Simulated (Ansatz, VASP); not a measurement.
Two plane-wave programs on ScNb

File INCAR:

```
  ALGO = Normal
  EDIFF = 1E-6
  ENCUT = 520
  GGA = PS
  ISIF = 2
  ISMEAR = 0
  LASPH = T
  LCHARG = F
  LREAL = F
  LWAVE = F
  NBANDS = 19
  NELM = 100
  PREC = Accurate
  SIGMA = 0.1
```

The input KPOINTS:

```
k-points
0
Gamma
  15 15 8
```

POSCAR

```
ScNb
1.0
    3.1255470520      0.0000000000      0.0000000000
   -1.5627735260      2.7068031477      0.0000000000
    0.0000000000      0.0000000000      5.0191388508
Sc Nb
1 1
Direct
    0.0000000000      0.0000000000      0.0000000000
    0.3333333300      0.6666666700      0.5000000000
```

Input for Ansatz:

```yaml
crystal:
  lattice:
    - [3.125547052, 0.0, 0.0]
    - [-1.562773526, 2.7068031477, 0.0]
    - [0.0, 0.0, 5.0191388508]
  atoms:
    - { symbol: Sc, position: [0.0, 0.0, 0.0] }
    - { symbol: Nb, position: [0.33333333, 0.66666667, 0.5] }
basis:
  ecutwfc: 420
kpoints:
  mp_grid: { grid: [15, 15, 8] }
hamiltonian:
  xc: pbesol
scf:
  occupations: { method: gaussian, width: 0.1 }
output:
  forces: true
  stress: true
  eigenvalues: true
  populations: true
```

Alike in both runs: task single point; functional PBEsol; k mesh 15 × 15 × 8; occupations gaussian, width 0.1 eV; no spin polarisation.

|  | VASP | Ansatz |
| --- | --- | --- |
| version | VASP 6.6.1 | Ansatz 0.2.0 |
| potentials or method | VASP PAW PBE potentials, release 64 (Sc_sv, Nb_sv), cutoff 520 eV | scalar-relativistic, plane waves, PAW |
| valence electrons in the cell | 24 | 24 |

|  | VASP | Ansatz | Ansatz less VASP |
| --- | --- | --- | --- |
| gap on the k mesh at the Fermi level (eV) | none | none | - |
| pressure (GPa) | -6.6 | -6.6 | +0.07 |
| traceless stress, the component that is largest in VASP (GPa) | 2.00 | 1.95 | -0.047 |

VASP's potentials were made for PBE, not for PBEsol. A gap of «none» marks a metal or a gap that the smearing closes.
